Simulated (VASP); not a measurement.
# PbSe2 (P6_3/mmc) in VASP: single point with r2SCAN+rVV10

Aim: the single point of PbSe2 with r2SCAN+rVV10.

Program: VASP 6.6.1. These are calculated values, not measurements. Logs are shortened: lines on timing, memory, paths and dates and some standing lists are left out, and cuts for length are marked.

### Step 1. The cell of the first run

The structure is hexagonal, space group P6_3/mmc (No. 194). The conventional cell has a = 3.988 Å, b = 3.988 Å, c = 11.479 Å, α = 90.00°, β = 90.00°, γ = 120.00°. Pb (site symmetry -6m2) has 8 Se at 2.92 to 3.94 Å and 6 Pb at 3.99 Å within 4.0 Å. Within 4.0 Å of Se (site symmetry 3m) lie 4 Pb at 2.92 to 3.94 Å and 10 Se at 3.15 to 3.99 Å.

### Step 2. Single point, r2SCAN+rVV10

The input, POSCAR:

```
PbSe2
1.0
    3.9876062982      0.0000000000      0.0000000000
   -1.9938031491      3.4533683546      0.0000000000
    0.0000000000      0.0000000000     11.4787924633
Pb Se
2 4
Direct
    0.3333333333      0.6666666667      0.2500000000
    0.6666666667      0.3333333333      0.7500000000
    0.6666666667      0.3333333333      0.4064328187
    0.6666666667      0.3333333333      0.0935671813
    0.3333333333      0.6666666667      0.9064328187
    0.3333333333      0.6666666667      0.5935671813
```

The input, INCAR.step1:

```
PREC = Accurate
ENCUT = 520
ISMEAR = -1
SIGMA = 0.03
LREAL = F
LASPH = T
NELM = 80
NBANDS = 35
GGA = PE
ALGO = Normal
EDIFF = 1E-4
LWAVE = T
LCHARG = F
```

The input, INCAR.step2:

```
PREC = Accurate
ENCUT = 520
EDIFF = 1E-6
ISMEAR = -1
SIGMA = 0.03
LREAL = F
LASPH = T
NELM = 80
ALGO = Normal
ISIF = 2
LWAVE = F
LCHARG = F
METAGGA = R2SCAN
LMIXTAU = T
LUSE_VDW = T
IVDW_NL = 2
BPARAM = 11.95
CPARAM = 0.0093
NBANDS = 35
ISTART = 1
```

The input, KPOINTS:

```
regular mesh
0
Gamma
  12 12 4
```

Potentials or basis: VASP PAW PBE potentials, release 64 (Pb_d, Se).

Started as:

```bash
$ cat potpaw_PBE.64/Pb_d/POTCAR potpaw_PBE.64/Se/POTCAR > POTCAR
$ cp INCAR.step1 INCAR
$ mpirun -np 1 vasp_std > vasp.out
$ cp INCAR.step2 INCAR
$ mpirun -np 1 vasp_std > vasp.out
```

OUTCAR:

```text
PREC = Accurate
   ENCUT = 520
   EDIFF = 1E-6
   ISMEAR = -1
   LREAL = F
   LASPH = T
   NELM = 80
   ISIF = 2
   METAGGA = R2SCAN
   IVDW_NL = 2
   BPARAM = 11.95
   ISTART = 1

 ion  position               nearest neighbor table
   1  0.333  0.667  0.250-   3 2.92   4 2.92   3 2.92   4 2.92   3 2.92   4 2.92
   2  0.667  0.333  0.750-   5 2.92   6 2.92   5 2.92   6 2.92   5 2.92   6 2.92
   3  0.667  0.333  0.406-   1 2.92   1 2.92   1 2.92
   4  0.667  0.333  0.094-   1 2.92   1 2.92   1 2.92
   5  0.333  0.667  0.906-   2 2.92   2 2.92   2 2.92
   6  0.333  0.667  0.594-   2 2.92   2 2.92   2 2.92

  LATTYP: Found a hexagonal cell.
 ALAT       =     3.9876062982
 C/A-ratio  =     2.8786172969

  Lattice vectors:

 A1 = (   3.9876062982,   0.0000000000,   0.0000000000)
 A2 = (  -1.9938031491,   3.4533683546,   0.0000000000)
 A3 = (   0.0000000000,   0.0000000000,  11.4787924633)

Analysis of symmetry for initial positions (statically):
=====================================================================
 Subroutine PRICEL returns:
 Original cell was already a primitive cell.

 Routine SETGRP: Setting up the symmetry group for a
 hexagonal supercell.

 Subroutine GETGRP returns: Found 24 space group operations
 (whereof 12 operations were pure point group operations)
 out of a pool of 24 trial point group operations.

The static configuration has the point symmetry D_3d.
 The point group associated with its full space group is D_6h.

Analysis of symmetry for dynamics (positions and initial velocities):
=====================================================================
 Subroutine PRICEL returns:
 Original cell was already a primitive cell.

 Routine SETGRP: Setting up the symmetry group for a
 hexagonal supercell.

 Subroutine GETGRP returns: Found 24 space group operations
 (whereof 12 operations were pure point group operations)
 out of a pool of 24 trial point group operations.

The dynamic configuration has the point symmetry D_3d.
 The point group associated with its full space group is D_6h.

 Subroutine INISYM returns: Found 24 space group operations
 (whereof 12 operations are pure point group operations),
 and found     1 'primitive' translations

----------------------------------------------------------------------------------------

                                     Primitive cell

  volume of cell :     158.0707

  direct lattice vectors                    reciprocal lattice vectors
     3.987606298  0.000000000  0.000000000     0.250777014  0.144786176  0.000000000
    -1.993803149  3.453368355  0.000000000     0.000000000  0.289572353  0.000000000
     0.000000000  0.000000000 11.478792463     0.000000000  0.000000000  0.087117177

  length of vectors
     3.987606298  3.987606298 11.478792463     0.289572353  0.289572353  0.087117177

  position of ions in fractional coordinates (direct lattice)
     0.333333333  0.666666667  0.250000000
     0.666666667  0.333333333  0.750000000
     0.666666667  0.333333333  0.406432819
     0.666666667  0.333333333  0.093567181
     0.333333333  0.666666667  0.906432819
     0.333333333  0.666666667  0.593567181

  ion indices of the primitive-cell ions
   primitive index   ion index
                 1           1
                 2           2
                 3           3
                 4           4
                 5           5
                 6           6

----------------------------------------------------------------------------------------

 KPOINTS: regular mesh

Automatic generation of k-mesh.
 Grid dimensions read from file:
 generate k-points for:   12   12    4

 Generating k-lattice:

  Cartesian coordinates                     Fractional coordinates (reciprocal lattice)
     0.020898084  0.012065515  0.000000000     0.083333333 -0.000000000  0.000000000
     0.000000000  0.024131029  0.000000000     0.000000000  0.083333333  0.000000000
     0.000000000  0.000000000  0.021779294     0.000000000  0.000000000  0.250000000

  Length of vectors
     0.024131029  0.024131029  0.021779294

  Shift w.r.t. Gamma in fractional coordinates (k-lattice)
     0.000000000  0.000000000  0.000000000

 Subroutine IBZKPT returns following result:
 ===========================================

 Found     57 irreducible k-points:

 Following reciprocal coordinates:
            Coordinates               Weight
  0.000000  0.000000  0.000000      1.000000
  0.083333  0.000000  0.000000      6.000000
  0.166667  0.000000  0.000000      6.000000
  0.250000  0.000000  0.000000      6.000000
  0.333333  0.000000  0.000000      6.000000
  0.416667  0.000000  0.000000      6.000000
[... 16 lines left out ...]
  0.250000  0.000000  0.250000     12.000000
  0.333333  0.000000  0.250000     12.000000
 [... further k-points ...]
   k-points           NKPTS =     57   k-points in BZ     NKDIM =     57   number of bands    NBANDS=     35
   number of dos      NEDOS =    301   number of ions     NIONS =      6
   total plane-waves  NPLWV =  81000
   dimension x,y,z NGX =    30 NGY =   30 NGZ =   90
   dimension x,y,z NGXF=    60 NGYF=   60 NGZF=  180
   ions per type =               2   4
   NGX,Y,Z   is equivalent  to a cutoff of  12.51, 12.51, 13.03 a.u.
   NGXF,Y,Z  is equivalent  to a cutoff of  25.01, 25.01, 26.07 a.u.
 SYSTEM =  unknown system
   PREC   = accura    normal or accurate (medium, high low for compatibility)
   ISTART =      1    job   : 0-new  1-cont  2-samecut
   ICHARG =      0    charge: 1-file 2-atom 10-const
   ISPIN  =      1    spin polarized calculation?
   LNONCOLLINEAR =      F non collinear calculations
   LSORBIT =      F    spin-orbit coupling
   LASPH  =      T    aspherical Exc in radial PAW
   ENCUT  =  520.0 eV  38.22 Ry    6.18 a.u.   7.41  7.41 21.34*2*pi/ulx,y,z
   NELM   =     80;   NELMIN=  2; NELMDL=  0     # of ELM steps
   EDIFF  = 0.1E-05   stopping-criterion for ELM
   LREAL  =      F    real-space projection
   EDIFFG = 0.1E-04   stopping-criterion for IOM
   NSW    =      0    number of steps for IOM
   IBRION =     -1    ionic relax: 0-MD 1-quasi-New 2-CG
   NFREE  =      0    steps in history (QN), initial steepest desc. (CG)
   ISIF   =      2    stress and relaxation
   ISYM   =      2    0-nonsym 1-usesym 2-fastsym
   POTIM  = 0.5000    time-step for ionic-motion
   TEBEG  =    0.0;   TEEND  =   0.0 temperature during run
   PSTRESS=    0.0 pullay stress
   NELECT =      52.0000    total number of electrons
   NUPDOWN=      -1.0000    fix difference up-down
   EMIN   =  10.00;   EMAX   =-10.00  energy-range for DOS
   EFERMI =   0.00;   METHOD = LEGACY
   ISMEAR =    -1;   SIGMA  =   0.03  broadening in eV -4-tet -1-fermi 0-gaus
   EFERMI_NEDOS =   21; number of points for ismear=-14 and -15
   IALGO  =     38    algorithm
   IMIX   =      4    mixing-type and parameters
     AMIX     =   0.40;   BMIX     =  1.00
     AMIX_MAG =   1.60;   BMIX_MAG =  1.00
  volume/ion in A,a.u.               =      26.35       177.79
  Fermi-wavevector in a.u.,A,eV,Ry     =   1.130122  2.135622 17.377043  1.277177
  Thomas-Fermi vector in A             =   2.266818
   LORBIT       =      0    0 simple, 1 ext, 2 COOP (PROOUT), +10 PAW based schemes
   METAGGA = R2SCAN    functional components
   LHFCALC =     F    Hartree Fock is set to
   AEXX    =    0.0000 exact exchange contribution
   IVDW_NL    =     2    kernel type
   BPARAM     =11.9500
   IVDW    =     0    specifies the selected vdW correction
   LEPSILON=     F    determine dielectric tensor
   LRPA    =     F    only Hartree local field effects (RPA)
 non-spin polarized calculation
  energy-cutoff  :      520.00
  volume of cell :      158.07
 maximum number of plane-waves:      4314
 NGX is ok and might be reduce to    30
   NGX = 15   NGY = 15   NGZ = 43

 number of electron      52.0000011 magnetization

 Free energy of the ion-electron system (eV)
  ---------------------------------------------------
  ext. energy  EPLUGINS =         0.00000000
  ---------------------------------------------------
  free energy    TOTEN  =      -168.82785335 eV

  energy without entropy =     -168.82084834  energy(sigma->0) =     -168.82435085

 E-fermi :   4.3529     XC(G=0): -10.2792

 val. band max:        4.3369422317   @ k =   0.1667   0.0000   0.0000
 cond. band min:       4.3839624469   @ k =   0.5000   0.0000   0.5000
 fundamental gap:      0.0470202153
 Fermi energy:         4.3529405578

 k-point     1 :       0.0000    0.0000    0.0000
  band No.  band energies     occupation
      1     -12.8962      2.00000
      2     -12.8962      2.00000
      3     -12.8961      2.00000
      4     -12.8961      2.00000
      5     -12.8341      2.00000
      6     -12.8307      2.00000
[... 27 lines left out ...]
     34       9.3756      0.00000
     35      10.2374      0.00000

 k-point     2 :       0.0833    0.0000    0.0000
  band No.  band energies     occupation
      1     -12.9002      2.00000
      2     -12.9000      2.00000
      3     -12.8902      2.00000
      4     -12.8901      2.00000
      5     -12.8305      2.00000
      6     -12.8270      2.00000
[... 27 lines left out ...]
     34       9.3967      0.00000
     35      10.4042      0.00000

 k-point     3 :       0.1667    0.0000    0.0000
  band No.  band energies     occupation
      1     -12.9115      2.00000
      2     -12.9106      2.00000
      3     -12.8737      2.00000
      4     -12.8736      2.00000
      5     -12.8536      2.00000
      6     -12.8506      2.00000
[... 27 lines left out ...]
     34       9.4517      0.00000
     35      10.8919      0.00000
[... 723 lines left out ...]
 k-point    23 :       0.2500    0.0000    0.2500
  band No.  band energies     occupation
      1     -12.9269      2.00000
      2     -12.9258      2.00000
      3     -12.8878      2.00000
      4     -12.8843      2.00000
      5     -12.8510      2.00000
      6     -12.8509      2.00000
[... 27 lines left out ...]
     34       9.4418      0.00000
     35      11.7450      0.00000

 k-point    24 :       0.3333    0.0000    0.2500
  band No.  band energies     occupation
      1     -12.9423      2.00000
      2     -12.9411      2.00000
      3     -12.9201      2.00000
      4     -12.9165      2.00000
      5     -12.8298      2.00000
      6     -12.8290      2.00000
[... 27 lines left out ...]
     34       9.5917      0.00000
     35      11.6275      0.00000

 [... further k-points ...]

------------------------ aborting loop because EDIFF is reached ----------------------------------------

  FORCE on cell =-STRESS in cart. coord.  units (eV):
  Direction    XX          YY          ZZ          XY          YZ          ZX
  --------------------------------------------------------------------------------------
  -------------------------------------------------------------------------------------
  Total        0.5963439      0.5963439      0.2802089      0.0000000     -0.0000000      0.0000000
  in kB        6.0444387      6.0444387      2.8401493      0.0000000     -0.0000000      0.0000000
  external PRESSURE =       4.9763422 kB  Pullay stress =       0.0000000 kB

 VOLUME and BASIS-vectors are now :
 -----------------------------------------------------------------------------
  energy-cutoff  :      520.00
  volume of cell :      158.07
      direct lattice vectors                 reciprocal lattice vectors
     3.987606298  0.000000000  0.000000000     0.250777014  0.144786176  0.000000000
    -1.993803149  3.453368355  0.000000000     0.000000000  0.289572353  0.000000000
     0.000000000  0.000000000 11.478792463     0.000000000  0.000000000  0.087117177

 POSITION                                       TOTAL-FORCE (eV/Angst)
 -----------------------------------------------------------------------------------
     -0.00000      2.30225      2.86970        -0.000000     -0.000000     -0.000000
      1.99380      1.15112      8.60909         0.000000      0.000000     -0.000000
      1.99380      1.15112      4.66536        -0.000000     -0.000000      0.128186
      1.99380      1.15112      1.07404        -0.000000      0.000000     -0.128186
     -0.00000      2.30225     10.40475         0.000000      0.000000      0.128186
     -0.00000      2.30225      6.81343        -0.000000      0.000000     -0.128186
 -----------------------------------------------------------------------------------
    total drift:                               -0.000000      0.000000      0.000000

  FREE ENERGIE OF THE ION-ELECTRON SYSTEM (eV)
  ---------------------------------------------------
  free  energy   TOTEN  =      -168.8278533529 eV

  energy  without entropy=     -168.8208483443  energy(sigma->0) =     -168.82435085
```

It took 25 min on 1 thread of Oxide Virtual Turin-like, shared host; peak memory 0.73 GiB.

What came out:

| Quantity | Value |
| --- | --- |
| Free energy | -168.8279 eV |
| Pressure | 0.5 GPa |
| Largest force | 0.128 eV/Å |
| Band gap on the k mesh | zero (bands 26 and 27 overlap by 0.64 eV) |

Forces on the atoms (eV/Å):
```
Pb   0.000  0.000  0.000
Pb   0.000  0.000  0.000
Se   0.000  0.000  0.128
Se   0.000  0.000 -0.128
Se   0.000  0.000  0.128
Se   0.000  0.000 -0.128
```

Caveat: semilocal functionals underestimate gaps, and a narrow one can read as zero; the PAW data sets were made with another functional, which shifts forces and pressure a little; spin-orbit coupling is left out, which moves the levels of the heavy elements.

The gap in the log of VASP goes by the Fermi energy; the results here count the filled bands.